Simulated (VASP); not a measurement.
A run of VASP 6.6.1 is set up as follows.

POSCAR

```
Ir4Pt3
1.0
   -3.0746183637      3.0746183637      3.0746183637
    3.0746183637     -3.0746183637      3.0746183637
    3.0746183637      3.0746183637     -3.0746183637
Ir Pt
4 3
Direct
    0.5000000000      0.5000000000      0.5000000000
    0.0000000000      0.0000000000      0.5000000000
    0.0000000000      0.5000000000      0.0000000000
    0.5000000000      0.0000000000      0.0000000000
    0.0000000000      0.5000000000      0.5000000000
    0.5000000000      0.0000000000      0.5000000000
    0.5000000000      0.5000000000      0.0000000000
```

Contents of INCAR.step1:

```
SYSTEM = Ir4Pt3
ALGO = Normal
EDIFF = 1E-5
ENCUT = 550
GGA = PE
GGA_COMPAT = .FALSE.
ISMEAR = 0
LASPH = .TRUE.
LCHARG = .FALSE.
LREAL = .FALSE.
LWAVE = .TRUE.
NBANDS = 42
NELM = 120
PREC = Accurate
SIGMA = 0.1
```

The input INCAR.step2:

```
SYSTEM = Ir4Pt3
ALGO = Normal
EDIFF = 1E-6
ENCUT = 550
GGA_COMPAT = .FALSE.
ISIF = 2
ISMEAR = 0
ISTART = 1
LASPH = .TRUE.
LCHARG = .FALSE.
LMIXTAU = .TRUE.
LREAL = .FALSE.
LWAVE = .FALSE.
METAGGA = R2SCAN
NBANDS = 42
NELM = 120
PREC = Accurate
SIGMA = 0.1
```

The input KPOINTS:

```
k-points
0
G
  8 8 8
  0 0 0
```

Potentials or basis: VASP PAW PBE potentials, release 64 (Ir, Pt).

Command:

```sh
$ cat potpaw_PBE.64/Ir/POTCAR potpaw_PBE.64/Pt/POTCAR > POTCAR
$ cp INCAR.step1 INCAR
$ mpirun -np 1 vasp_std > vasp.out
$ cp INCAR.step2 INCAR
$ mpirun -np 1 vasp_std > vasp.out
```

**Question.** What does it give for the band gap on the k mesh?

**Answer.** Zero (bands 33 and 34 overlap by 1.29 eV).

**Question.** Estimate the pressure.

**Answer.** -4.9 GPa.

Caveat: the cell stands under tension; the PAW data sets were made with another functional, which shifts forces and pressure a little; spin-orbit coupling is left out, which moves the levels of the heavy elements.
